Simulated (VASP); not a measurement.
The system is Mg.

```
CELL_PARAMETERS angstrom
3.27224 0.00000 0.00000
-1.63612 2.83385 0.00000
0.00000 0.00000 5.31249
ATOMIC_POSITIONS crystal
Mg 0.66667 0.33333 0.75000
Mg 0.33333 0.66667 0.25000
```

Base run:

```yaml
Program: VASP 6.6.1
Functional: BLYP
Dispersion: D3(BJ)
Potentials_or_basis: VASP PAW PBE potentials, release 64 (Mg)
Cutoff: 520 eV
k_mesh: 10 × 10 × 5
Occupations: fermi-dirac, width 0.05 eV
Spin: no spin polarisation
```

Its results: band gap on the k mesh zero (band 2 reaches 3.41 eV, above the bottom of band 3 at 1.40 eV); pressure -5.1 GPa.

**Question.** The run is repeated on the same cell with these changes: functional from BLYP to PBE. What comes out?

**Answer.** Band gap on the k mesh zero (band 2 reaches 2.96 eV, above the bottom of band 3 at 1.03 eV); pressure -3.9 GPa.

Caveats: pairwise dispersion overbinds metals, which lowers pressure and volume; the PAW data sets were made with another functional, which shifts forces and pressure a little (some runs).
